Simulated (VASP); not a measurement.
A run of VASP 6.6.1:

INCAR

```
SYSTEM = Ca
PREC = Accurate
ENCUT = 520
EDIFF = 1E-6
ISMEAR = -1
SIGMA = 0.1
LREAL = .False.
LASPH = .True.
NELM = 100
ALGO = Normal
ISIF = 2
LWAVE = .False.
LCHARG = .False.
GGA = B5
ALDAX = 1.0
AGGAX = 1.0
AGGAC = 1.0
ALDAC = 0.0
NBANDS = 17
```

The input KPOINTS:

```
Automatic mesh
0
Gamma
  7 7 7
  0 0 0
```

File POSCAR:

```
Ca
1.0
    0.0000000000      4.6340291783      4.6340291783
    4.6340291783      0.0000000000      4.6340291783
    4.6340291783      4.6340291783      0.0000000000
Ca
2
Direct
    0.1250000000      0.1250000000      0.1250000000
    0.8750000000      0.8750000000      0.8750000000
```

Potentials or basis: VASP PAW PBE potentials, release 64 (Ca_sv).

The run is started by

```bash
$ cat potpaw_PBE.64/Ca_sv/POTCAR > POTCAR
$ mpirun -np 1 vasp_std > vasp.out
```

Hardware: 1 thread of Intel(R) Xeon(R) Platinum 8488C (Sapphire Rapids), on a shared host.

Problem. How long does it take, and how much memory?

Solution. Run time: 72 s on 1 thread of Intel(R) Xeon(R) Platinum 8488C (Sapphire Rapids) (shared host), peak memory 0.35 GiB. Counts: scf iterations 13, k points 20.
